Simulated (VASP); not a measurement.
# PtRhC4N4 (P-43m) in VASP: further runs

The runs below take PtRhC4N4 through single point, with PBE.

Everything below comes from runs of VASP 6.6.1. Logs are shortened: lines on timing, memory, paths and dates and some standing lists are left out, and cuts for length are marked.

**1. The cell of the first run**

The structure is cubic, space group P-43m (No. 215). The conventional cell has a = 5.883 Å, b = 5.883 Å, c = 5.883 Å, α = 90.00°, β = 90.00°, γ = 90.00°. Rh (site symmetry -43m) has 4 N at 2.01 Å within 2.7 Å. Within 2.5 Å of Pt (site symmetry -43m) lie 4 C at 1.92 Å. C (site symmetry 3m) has 1 N at 1.17 Å within 1.6 Å. N (site symmetry 3m) has 1 C at 1.17 Å within 1.6 Å.

**2. Single point, PBE, collinear spin, ferromagnetic start**

INCAR reads:

```
SYSTEM = PtRhC4N4
ALGO = Normal ; EDIFF = 1E-7
ENCUT = 520 ; GGA = PE
ISIF = 2 ; ISMEAR = 0
ISPIN = 2 ; LASPH = .TRUE.
LCHARG = .FALSE. ; LMAXMIX = 4
LORBIT = 11 ; LREAL = .FALSE.
LWAVE = .FALSE. ; MAGMOM = 1 0 0 0 0 0 0 0 0 0
NBANDS = 46 ; NELM = 150
PREC = Accurate ; SIGMA = 0.1
```

KPOINTS reads:

```
k-points
0
G
  4 4 4
  0 0 0
```

POSCAR reads:

```
PtRhC4N4
1.0
    5.8826218900      0.0000000000      0.0000000000
    0.0000000000      5.8826218900      0.0000000000
    0.0000000000      0.0000000000      5.8826218900
Rh Pt C N
1 1 4 4
Direct
    0.5000000000      0.5000000000      0.5000000000
    0.0000000000      0.0000000000      0.0000000000
    0.1881440800      0.1881440800      0.1881440800
    0.1881440800      0.8118559200      0.8118559200
    0.8118559200      0.1881440800      0.8118559200
    0.8118559200      0.8118559200      0.1881440800
    0.3029738000      0.3029738000      0.3029738000
    0.3029738000      0.6970262000      0.6970262000
    0.6970262000      0.3029738000      0.6970262000
    0.6970262000      0.6970262000      0.3029738000
```

Potentials or basis: VASP PAW PBE potentials, release 64 (Rh_pv, Pt, C, N).

Launch:

```bash
> cat potpaw_PBE.64/Rh_pv/POTCAR potpaw_PBE.64/Pt/POTCAR potpaw_PBE.64/C/POTCAR potpaw_PBE.64/N/POTCAR > POTCAR
> mpirun -np 1 vasp_std > vasp.out
```

OUTCAR:

```text
SYSTEM = PtRhC4N4
   EDIFF = 1E-7
   ENCUT = 520
   GGA = PE
   ISIF = 2
   ISMEAR = 0
   ISPIN = 2
   LASPH = .TRUE.
   LORBIT = 11
   LREAL = .FALSE.
   NELM = 150
   PREC = Accurate

 ion  position               nearest neighbor table
   1  0.500  0.500  0.500-   7 2.01   8 2.01   9 2.01  10 2.01
   2  0.000  0.000  0.000-   3 1.92   4 1.92   5 1.92   6 1.92
   3  0.188  0.188  0.188-   7 1.17   2 1.92
   4  0.188  0.812  0.812-   8 1.17   2 1.92
   5  0.812  0.188  0.812-   9 1.17   2 1.92
   6  0.812  0.812  0.188-  10 1.17   2 1.92
   7  0.303  0.303  0.303-   3 1.17   1 2.01
   8  0.303  0.697  0.697-   4 1.17   1 2.01
   9  0.697  0.303  0.697-   5 1.17   1 2.01
  10  0.697  0.697  0.303-   6 1.17   1 2.01

  LATTYP: Found a simple cubic cell.
 ALAT       =     5.8826218900

  Lattice vectors:

 A1 = (   5.8826218900,   0.0000000000,   0.0000000000)
 A2 = (   0.0000000000,   5.8826218900,   0.0000000000)
 A3 = (   0.0000000000,   0.0000000000,   5.8826218900)

Analysis of symmetry for initial positions (statically):
=====================================================================
 Subroutine PRICEL returns:
 Original cell was already a primitive cell.

 Routine SETGRP: Setting up the symmetry group for a
 simple cubic supercell.

 Subroutine GETGRP returns: Found 24 space group operations
 (whereof 24 operations were pure point group operations)
 out of a pool of 48 trial point group operations.

The static configuration has the point symmetry T_d .

Analysis of symmetry for dynamics (positions and initial velocities):
=====================================================================
 Subroutine PRICEL returns:
 Original cell was already a primitive cell.

 Routine SETGRP: Setting up the symmetry group for a
 simple cubic supercell.

 Subroutine GETGRP returns: Found 24 space group operations
 (whereof 24 operations were pure point group operations)
 out of a pool of 48 trial point group operations.

The dynamic configuration has the point symmetry T_d .

Analysis of structural, dynamic, and magnetic symmetry:
=====================================================================
 Subroutine PRICEL returns:
 Original cell was already a primitive cell.

 Routine SETGRP: Setting up the symmetry group for a
 simple cubic supercell.

 Subroutine GETGRP returns: Found 24 space group operations
 (whereof 24 operations were pure point group operations)
 out of a pool of 48 trial point group operations.

The overall configuration has the point symmetry T_d .

 Subroutine INISYM returns: Found 24 space group operations
 (whereof 24 operations are pure point group operations),
 and found     1 'primitive' translations

----------------------------------------------------------------------------------------

                                     Primitive cell

  volume of cell :     203.5695

  direct lattice vectors                    reciprocal lattice vectors
     5.882621890  0.000000000  0.000000000     0.169992228  0.000000000  0.000000000
     0.000000000  5.882621890  0.000000000     0.000000000  0.169992228  0.000000000
     0.000000000  0.000000000  5.882621890     0.000000000  0.000000000  0.169992228

  length of vectors
     5.882621890  5.882621890  5.882621890     0.169992228  0.169992228  0.169992228

  position of ions in fractional coordinates (direct lattice)
     0.500000000  0.500000000  0.500000000
     0.000000000  0.000000000  0.000000000
     0.188144080  0.188144080  0.188144080
     0.188144080  0.811855920  0.811855920
     0.811855920  0.188144080  0.811855920
     0.811855920  0.811855920  0.188144080
     0.302973800  0.302973800  0.302973800
     0.302973800  0.697026200  0.697026200
     0.697026200  0.302973800  0.697026200
     0.697026200  0.697026200  0.302973800

  ion indices of the primitive-cell ions
   primitive index   ion index
                 1           1
                 2           2
                 3           3
                 4           4
                 5           5
                 6           6
                 7           7
[... 49 lines left out ...]
   NGXF,Y,Z  is equivalent  to a cutoff of  27.13, 27.13, 27.13 a.u.
 SYSTEM =  PtRhC4N4
   PREC   = accura    normal or accurate (medium, high low for compatibility)
   ISTART =      0    job   : 0-new  1-cont  2-samecut
   ICHARG =      2    charge: 1-file 2-atom 10-const
   ISPIN  =      2    spin polarized calculation?
   LNONCOLLINEAR =      F non collinear calculations
   LSORBIT =      F    spin-orbit coupling
   LASPH  =      T    aspherical Exc in radial PAW
   ENCUT  =  520.0 eV  38.22 Ry    6.18 a.u.  10.94 10.94 10.94*2*pi/ulx,y,z
   NELM   =    150;   NELMIN=  2; NELMDL= -5     # of ELM steps
   EDIFF  = 0.1E-06   stopping-criterion for ELM
   LREAL  =      F    real-space projection
   EDIFFG = 0.1E-05   stopping-criterion for IOM
   NSW    =      0    number of steps for IOM
   IBRION =     -1    ionic relax: 0-MD 1-quasi-New 2-CG
   NFREE  =      0    steps in history (QN), initial steepest desc. (CG)
   ISIF   =      2    stress and relaxation
   ISYM   =      2    0-nonsym 1-usesym 2-fastsym
   POTIM  = 0.5000    time-step for ionic-motion
   TEBEG  =    0.0;   TEEND  =   0.0 temperature during run
   PSTRESS=    0.0 pullay stress
   NELECT =      61.0000    total number of electrons
   NUPDOWN=      -1.0000    fix difference up-down
   EMIN   =  10.00;   EMAX   =-10.00  energy-range for DOS
   EFERMI =   0.00;   METHOD = LEGACY
   ISMEAR =     0;   SIGMA  =   0.10  broadening in eV -4-tet -1-fermi 0-gaus
   EFERMI_NEDOS =   21; number of points for ismear=-14 and -15
   IALGO  =     38    algorithm
   IMIX   =      4    mixing-type and parameters
     AMIX     =   0.40;   BMIX     =  1.00
     AMIX_MAG =   1.60;   BMIX_MAG =  1.00
  volume/ion in A,a.u.               =      20.36       137.38
  Fermi-wavevector in a.u.,A,eV,Ry     =   1.095504  2.070202 16.328737  1.200128
  Thomas-Fermi vector in A             =   2.231828
   LORBIT       =     11    0 simple, 1 ext, 2 COOP (PROOUT), +10 PAW based schemes
   GGA     = PE    functional components
   LHFCALC =     F    Hartree Fock is set to
   AEXX    =    0.0000 exact exchange contribution
   IVDW    =     0    specifies the selected vdW correction
   LEPSILON=     F    determine dielectric tensor
   LRPA    =     F    only Hartree local field effects (RPA)
 spin polarized calculation
 Gauss-broadening in eV      SIGMA  =   0.10
  energy-cutoff  :      520.00
  volume of cell :      203.57
 maximum number of plane-waves:      5520
 NGX is ok and might be reduce to    48
   NGX = 21   NGY = 21   NGZ = 21

 number of electron      61.0000003 magnetization       1.1434664

 Free energy of the ion-electron system (eV)
  ---------------------------------------------------
  ext. energy  EPLUGINS =         0.00000000
  ---------------------------------------------------
  free energy    TOTEN  =       -75.68457061 eV

  energy without entropy =      -75.64599491  energy(sigma->0) =      -75.66528276

 E-fermi :  -0.2249     XC(G=0):  -7.5232

 val. band max:       -0.2589422209   @ k =   0.2500   0.2500   0.2500
 cond. band min:      -0.2008272163   @ k =   0.2500   0.2500   0.0000
 fundamental gap:      0.0581150045
 Fermi energy:        -0.2248899736

 spin component 1

 k-point     1 :       0.0000    0.0000    0.0000
  band No.  band energies     occupation
      1     -47.7476      1.00000
      2     -47.7476      1.00000
      3     -47.7476      1.00000
      4     -18.1703      1.00000
      5     -18.0512      1.00000
      6     -18.0512      1.00000
[... 439 lines left out ...]
     41       5.5029      0.00000
     42       6.8769      0.00000
 Fermi energy:        -0.2248899736

 spin component 2

 k-point     1 :       0.0000    0.0000    0.0000
  band No.  band energies     occupation
      1     -46.6469      1.00000
      2     -46.6469      1.00000
      3     -46.6469      1.00000
      4     -18.1463      1.00000
      5     -18.0262      1.00000
      6     -18.0262      1.00000
[... 439 lines left out ...]
     41       5.5360      0.00000
     42       7.1843      0.00000
 [bands above 42 left out]

------------------------ aborting loop because EDIFF is reached ----------------------------------------

  FORCE on cell =-STRESS in cart. coord.  units (eV):
  Direction    XX          YY          ZZ          XY          YZ          ZX
  --------------------------------------------------------------------------------------
  -------------------------------------------------------------------------------------
  Total        5.4702130      5.4702130      5.4702130      0.0000000      0.0000000     -0.0000000
  in kB       43.0528610     43.0528610     43.0528610      0.0000000      0.0000000     -0.0000000
  external PRESSURE =      43.0528610 kB  Pullay stress =       0.0000000 kB

 VOLUME and BASIS-vectors are now :
 -----------------------------------------------------------------------------
  energy-cutoff  :      520.00
  volume of cell :      203.57
      direct lattice vectors                 reciprocal lattice vectors
     5.882621890  0.000000000  0.000000000     0.169992228  0.000000000  0.000000000
     0.000000000  5.882621890  0.000000000     0.000000000  0.169992228  0.000000000
     0.000000000  0.000000000  5.882621890     0.000000000  0.000000000  0.169992228

 POSITION                                       TOTAL-FORCE (eV/Angst)
 -----------------------------------------------------------------------------------
      2.94131      2.94131      2.94131         0.000000     -0.000000     -0.000000
      0.00000      0.00000      0.00000        -0.000000     -0.000000     -0.000000
      1.10678      1.10678      1.10678        -0.409537     -0.409537     -0.409537
      1.10678      4.77584      4.77584        -0.409537      0.409537      0.409537
      4.77584      1.10678      4.77584         0.409537     -0.409537      0.409537
      4.77584      4.77584      1.10678         0.409537      0.409537     -0.409537
      1.78228      1.78228      1.78228         1.342868      1.342868      1.342868
      1.78228      4.10034      4.10034         1.342868     -1.342868     -1.342868
      4.10034      1.78228      4.10034        -1.342868      1.342868     -1.342868
      4.10034      4.10034      1.78228        -1.342868     -1.342868      1.342868
 -----------------------------------------------------------------------------------
    total drift:                               -0.000000     -0.000000      0.000000

  FREE ENERGIE OF THE ION-ELECTRON SYSTEM (eV)
  ---------------------------------------------------
  free  energy   TOTEN  =       -75.6845706142 eV

  energy  without entropy=      -75.6459949147  energy(sigma->0) =      -75.66528276

 total charge

# of ion       s       p       d       tot
------------------------------------------
    1        0.324   6.308   6.907  13.539
    2        0.806   1.176   8.021  10.003
    3        0.953   1.641   0.000   2.594
    4        0.953   1.641   0.000   2.594
    5        0.953   1.641   0.000   2.594
    6        0.953   1.641   0.000   2.594
    7        1.298   2.587   0.000   3.886
    8        1.298   2.587   0.000   3.886
    9        1.298   2.587   0.000   3.886
   10        1.298   2.587   0.000   3.886
--------------------------------------------------
tot         10.137  24.397  14.928  49.461

 magnetization (x)

# of ion       s       p       d       tot
------------------------------------------
    1        0.005   0.058   1.270   1.334
    2       -0.001  -0.114  -0.220  -0.335
    3       -0.002   0.015   0.000   0.013
    4       -0.002   0.015   0.000   0.013
    5       -0.002   0.015   0.000   0.013
    6       -0.002   0.015   0.000   0.013
    7        0.013  -0.006   0.000   0.007
    8        0.013  -0.006   0.000   0.007
    9        0.013  -0.006   0.000   0.007
   10        0.013  -0.006   0.000   0.007
--------------------------------------------------
tot          0.047  -0.019   1.050   1.078
```

It took 5.5 min on 1 thread of Intel Xeon Platinum 8259CL at 2.50GHz (Skylake/Cascade Lake), shared host; peak memory 0.48 GiB.

Results:

```yaml
Free_energy: -75.6846 eV
Pressure: 4.3 GPa
Largest_force: 2.326 eV/Å
Net_moment: 1.14 μB per cell
Site_moments: Rh +1.33; Pt -0.34; C +0.01; N +0.01 μB
Valence_electrons_inside_the_program's_atomic_spheres: Rh 13.54; Pt 10.00; C 2.59; N 3.89
```

Forces in eV/Å, atoms in the order of the input:
```
Rh   0.000  0.000  0.000
Pt   0.000  0.000  0.000
C   -0.410 -0.410 -0.410
C   -0.410  0.410  0.410
C    0.410 -0.410  0.410
C    0.410  0.410 -0.410
N    1.343  1.343  1.343
N    1.343 -1.343 -1.343
N   -1.343  1.343 -1.343
N   -1.343 -1.343  1.343
```

Caveat: the cell stands under pressure; spin-orbit coupling is left out, which moves the levels of the heavy elements; forces of over 1 eV/Å act on the atoms, so gaps and moduli don't describe the material at rest.

(Part 1 of 2 ends here.)
